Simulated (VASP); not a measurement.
Here is a VASP 6.6.1 calculation.

File INCAR:

```
  ALGO = Normal
  EDIFF = 1E-6
  ENCUT = 600
  GGA = PS
  GGA_COMPAT = False
  ISIF = 2
  ISMEAR = -1
  LASPH = True
  LCHARG = False
  LREAL = False
  LWAVE = False
  NBANDS = 14
  NELM = 120
  PREC = Accurate
  SIGMA = 0.05
```

The input KPOINTS:

```
k-points
0
Gamma
  10 10 10
```

Contents of POSCAR:

```
NaF
1.0
    0.0000000000      2.1385437395      2.1385437395
    2.1385437395      0.0000000000      2.1385437395
    2.1385437395      2.1385437395      0.0000000000
Na F
1 1
Direct
    0.0000000000      0.0000000000      0.0000000000
    0.5000000000      0.5000000000      0.5000000000
```

Potentials or basis: VASP PAW PBE potentials, release 64 (Na_pv, F).

Command:

```bash
$ cat potpaw_PBE.64/Na_pv/POTCAR potpaw_PBE.64/F/POTCAR > POTCAR
$ mpirun -np 1 vasp_std > vasp.out
```

(1) What does it give for the band gap on the k mesh?

(2) Predict the pressure.

## Answers

(1) 7.63 eV.

(2) 20.4 GPa.

Caveat: the cell stands under pressure; the PAW data sets were made with another functional, which shifts forces and pressure a little.
